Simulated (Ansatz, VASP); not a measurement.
# SiO2: VASP beside Ansatz

File INCAR:

```
SYSTEM = SiO2
PREC = Accurate
ENCUT = 520
EDIFF = 1E-8
ISMEAR = -1
SIGMA = 0.02
LREAL = .False.
LASPH = .True.
NELM = 80
ALGO = Normal
ISIF = 2
LWAVE = .False.
LCHARG = .False.
GGA = PE
LEFG = .True.
NBANDS = 44
```

KPOINTS

```
regular mesh
0
Gamma
  4 4 3
  0 0 0
```

POSCAR

```
SiO2
1.0
    4.9890000000      0.0000000000      0.0000000000
    0.0000000000      4.9890000000      0.0000000000
    0.0000000000      0.0000000000      6.9910000000
Si O
4 8
Direct
    0.2976700000      0.2976700000      0.0000000000
    0.2023300000      0.7976700000      0.2500000000
    0.7023300000      0.7023300000      0.5000000000
    0.7976700000      0.2023300000      0.7500000000
    0.2410200000      0.0999400000      0.1760200000
    0.4000600000      0.7410200000      0.4260200000
    0.7589800000      0.9000600000      0.6760200000
    0.5999400000      0.2589800000      0.9260200000
    0.7410200000      0.4000600000      0.5739800000
    0.9000600000      0.7589800000      0.3239800000
    0.2589800000      0.5999400000      0.0739800000
    0.0999400000      0.2410200000      0.8239800000
```

Input for Ansatz:

```yaml
crystal:
  lattice:
    - [4.989, 0.0, 0.0]
    - [0.0, 4.989, 0.0]
    - [0.0, 0.0, 6.991]
  atoms:
    - { symbol: Si, position: [0.29767, 0.29767, 0.0] }
    - { symbol: Si, position: [0.20233, 0.79767, 0.25] }
    - { symbol: Si, position: [0.70233, 0.70233, 0.5] }
    - { symbol: Si, position: [0.79767, 0.20233, 0.75] }
    - { symbol: O, position: [0.24102, 0.09994, 0.17602] }
    - { symbol: O, position: [0.40006, 0.74102, 0.42602] }
    - { symbol: O, position: [0.75898, 0.90006, 0.67602] }
    - { symbol: O, position: [0.59994, 0.25898, 0.92602] }
    - { symbol: O, position: [0.74102, 0.40006, 0.57398] }
    - { symbol: O, position: [0.90006, 0.75898, 0.32398] }
    - { symbol: O, position: [0.25898, 0.59994, 0.07398] }
    - { symbol: O, position: [0.09994, 0.24102, 0.82398] }
kpoints:
  mp_grid: { grid: [4, 4, 3] }
scf:
  occupations: { method: fermi_dirac, width: 0.02 }
hamiltonian:
  xc: pbe
  pseudopotentials: { kind: paw }
output:
  forces: true
  stress: true
  populations: true
  efg: { quadrupole_moments_barn: { O: -0.02558 }, contact_densities: true }
```

Alike in both runs: task electric field gradients; functional PBE; k mesh 4 × 4 × 3; occupations fermi-dirac, width 0.02 eV; no spin polarisation.

|  | VASP | Ansatz |
| --- | --- | --- |
| version | VASP 6.6.1 | Ansatz 0.2.0 |
| potentials or method | VASP PAW PBE potentials, release 64 (Si, O) | plane-wave PAW, scalar-relativistic |
| plane-wave cutoff (eV) | 520 | 420 |
| valence electrons in the cell | 64 | 64 |

Ansatz gave:

| Property | Result |
| --- | --- |
| gap on the k mesh at the Fermi level (eV) | 5.77 |
| pressure (GPa) | 6.9 |
| traceless stress, the component that is largest in VASP (GPa) | 0.36 |
| rms of the force components (eV/Å) | 0.215 |
| size of Vzz on the site where it differs most (V/Å²) | 92.1 |

**Question.** Estimate VASP's values.

**Answer.** gap on the k mesh at the Fermi level (eV): 5.77; pressure (GPa): 7.0; traceless stress, the component that is largest in VASP (GPa): 0.34; rms of the force components (eV/Å): 0.215; size of Vzz on the site where it differs most (V/Å²): 87.5.

Atom by atom the forces differ by 0.009 eV/Å (rms over components).
